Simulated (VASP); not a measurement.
Here is a VASP 6.6.1 calculation.

Contents of INCAR:

```
SYSTEM = B8N7
PREC     = Accurate       ! precision mode
ENCUT    = 520            ! plane-wave cutoff, eV
EDIFF    = 1E-6           ! SCF threshold, eV
ISMEAR   = 0              ! smearing method
SIGMA    = 0.05           ! smearing width, eV
LREAL    = Auto         
LASPH    = .True.         ! aspherical terms in the spheres
NELM     = 80             ! most SCF steps
ALGO     = Normal         ! electronic algorithm
ISIF     = 2              ! what is computed and relaxed
LWAVE    = .False.        ! write WAVECAR
LCHARG   = .False.        ! write CHGCAR
GGA      = PE             ! functional
NELECT   = 56.0         
NBANDS   = 42             ! bands
```

KPOINTS

```
regular mesh
0
Gamma
  6 6 6
  0 0 0
```

The input POSCAR:

```
B8N7
1.0
   -1.2770455854     -2.2119078376     -4.2240394007
   -1.2770455854     -2.2119078376      4.2240394007
   -2.5540911709      4.4238156750      0.0000000000
B N
8 7
Direct
    0.6667526990      0.6665806343      0.8333333333
    0.6667526990      0.6665806343      0.3333333333
    0.1667526990      0.1665806343      0.8333333333
    0.1667526990      0.1665806343      0.3333333333
    0.0834193657      0.5832473010      0.1666666667
    0.0834193657      0.5832473010      0.6666666667
    0.5834193657      0.0832473010      0.1666666667
    0.5834193657      0.0832473010      0.6666666667
    0.8145220241      0.4396940888      0.5635540282
    0.3540806343      0.9792526990      0.8333333333
    0.3540806343      0.9792526990      0.3333333333
    0.2707473010      0.3959193657      0.1666666667
    0.2707473010      0.3959193657      0.6666666667
    0.7707473010      0.8959193657      0.1666666667
    0.7707473010      0.8959193657      0.6666666667
```

Potentials or basis: VASP PAW PBE potentials, release 64 (B, N).

Run with:

```bash
$ cat potpaw_PBE.64/B/POTCAR potpaw_PBE.64/N/POTCAR > POTCAR
$ mpirun -np 1 vasp_std > vasp.out
```

Predict the largest force.

40.274 eV/Å.

Forces in eV/Å, atoms in the order of the input:
```
B     1.214  -1.074   3.975
B    -1.154   1.235   3.975
B     0.671  -0.074   0.630
B    -0.229   0.368   0.490
B    -2.904  -1.735  -3.827
B   -29.136 -16.764 -22.182
B     1.938   2.263  -1.456
B     2.566   0.575  -1.859
N    27.124  15.394  19.764
N    -2.961  -1.653   1.116
N     4.223   2.299   1.186
N     0.661   0.331   1.439
N    -1.012  -0.513  -1.568
N    -0.207  -0.114  -2.323
N    -0.792  -0.537   0.638
```

Caveat: the cell carries a net charge on a neutralising background, which shifts energy and pressure; the cell differs from its parent crystal (atoms taken out, atom 9 moved 0.500 of the way to it and +0.175 Å across, host rigid); atoms lie so close that the PAW spheres overlap strongly, which falsifies energies and pressures.
